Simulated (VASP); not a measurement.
A run of VASP 6.6.1 is set up as follows.

The input INCAR:

```
SYSTEM = MoS2
ALGO = Normal ; EDIFF = 1E-7
EDIFFG = -0.005 ; ENCUT = 600
GGA = PE ; IBRION = 2
ISIF = 3 ; ISMEAR = 0
LASPH = .TRUE. ; LCHARG = .FALSE.
LREAL = .FALSE. ; LWAVE = .FALSE.
NELM = 100 ; NSW = 100
PREC = Accurate ; SIGMA = 0.02
```

File KPOINTS:

```
k-points
0
G
  12 12 2
  0 0 0
```

The input POSCAR:

```
MoS2
1.0
    3.1850687701      0.0000000029      0.0000000000
   -1.5925343876      2.7583504663      0.0000000000
    0.0000000000      0.0000000000     14.8080039946
Mo S
2 4
Direct
    0.6666666667      0.3333333333      0.2500000000
    0.3333333333      0.6666666667      0.7500000000
    0.6666666667      0.3333333333      0.6444804197
    0.3333333333      0.6666666667      0.3555195803
    0.6666666667      0.3333333333      0.8555195803
    0.3333333333      0.6666666667      0.1444804197
```

Potentials or basis: VASP PAW PBE potentials, release 64 (Mo_sv, S).

Run with:

```console
$ cat potpaw_PBE.64/Mo_sv/POTCAR potpaw_PBE.64/S/POTCAR > POTCAR
$ mpirun -np 1 vasp_std > vasp.out
```

Q: Estimate the relaxed volume.

A: 21.67 Å³/atom.

Q: Estimate the relaxed cell.

A: a = 3.184 Å, b = 3.184 Å, c = 14.804 Å, α = 90.00°, β = 90.00°, γ = 120.00°.

Forces on the atoms (eV/Å):
```
Mo   0.000  0.000  0.000
Mo   0.000  0.000  0.000
S    0.000  0.000 -0.005
S    0.000  0.000  0.005
S    0.000  0.000  0.005
S    0.000  0.000 -0.005
```

Caveat: this functional lacks dispersion, which binds the layers, so the pressure and a relaxed spacing across them are unreliable.
